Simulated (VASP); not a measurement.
Input of a VASP 6.6.1 run:

File INCAR:

```
PREC = Accurate
ENCUT = 600
EDIFF = 1E-7
ISMEAR = -1
SIGMA = 0.08
LREAL = False
LASPH = True
NELM = 80
ALGO = Normal
ISIF = 3
LWAVE = False
LCHARG = False
IBRION = 2
NSW = 100
EDIFFG = -0.002
```

KPOINTS

```
Automatic mesh
0
Gamma
  18 18 18
```

The input POSCAR:

```
AlN
1.0
    0.0000000000      2.1839935596      2.1839935596
    2.1839935596      0.0000000000      2.1839935596
    2.1839935596      2.1839935596      0.0000000000
Al N
1 1
Direct
    0.0000000000      0.0000000000      0.0000000000
    0.2500000000      0.2500000000      0.2500000000
```

Potentials or basis: VASP PAW LDA potentials, release 64 (Al, N).

Command:

```bash
$ cat potpaw_LDA.64/Al/POTCAR potpaw_LDA.64/N/POTCAR > POTCAR
$ mpirun -np 1 vasp_std > vasp.out
```

**Question.** Predict the band gap on the k mesh.

**Answer.** 3.23 eV (least direct gap 4.37 eV).

**Question.** What does it give for the relaxed cell?

**Answer.** a = 3.073 Å, b = 3.073 Å, c = 3.073 Å, α = 60.00°, β = 60.00°, γ = 60.00°.

**Question.** Predict the relaxed volume.

**Answer.** 10.26 Å³/atom.

Final structure:
```cif
data_structure
_symmetry_space_group_name_H-M 'P 1'
_symmetry_Int_Tables_number 1
_cell_length_a 3.0731
_cell_length_b 3.0731
_cell_length_c 3.0731
_cell_angle_alpha 60.000
_cell_angle_beta 60.000
_cell_angle_gamma 60.000
_cell_volume 20.52
loop_
_atom_site_label
_atom_site_type_symbol
_atom_site_fract_x
_atom_site_fract_y
_atom_site_fract_z
_atom_site_occupancy
Al1 Al 0.00000 0.00000 0.00000 1
N1 N 0.25000 0.25000 0.25000 1
```

A k mesh can miss the band edges.
